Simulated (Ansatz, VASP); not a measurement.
**One calculation of Nb, two programs**

```
Nb
1.0
    -1.66395    1.60155    1.66395
     1.66395   -1.60155    1.66395
     1.66395    1.60155   -1.66395
Nb
1
Direct
  0.00000 0.00000 0.00000
```

Change from the starting cell: strain -0.0375 x Voigt [0, 1, 0, 0, 0, 0], atoms carried along.

Alike in both runs: task single point; functional PBEsol; k mesh 20 × 20 × 20; occupations gaussian, width 0.15 eV; no spin polarisation.

|  | VASP | Ansatz |
| --- | --- | --- |
| version | VASP 6.6.1 | Ansatz 0.2.0 |
| potentials or method | VASP PAW PBE potentials, release 64 (Nb_sv), cutoff 520 eV | scalar-relativistic, plane waves, PAW |
| valence electrons in the cell | 13 | 13 |

Ansatz gave:

* gap on the k mesh at the Fermi level (eV): none
* pressure (GPa): -2.2
* traceless stress, the component that is largest in VASP (GPa): 2.68

Q: Estimate VASP's values.

A: gap on the k mesh at the Fermi level (eV): none; pressure (GPa): -2.5; traceless stress, the component that is largest in VASP (GPa): 2.68.

VASP's potentials were made for PBE, not for PBEsol. A gap of «none» marks a metal or a gap that the smearing closes.
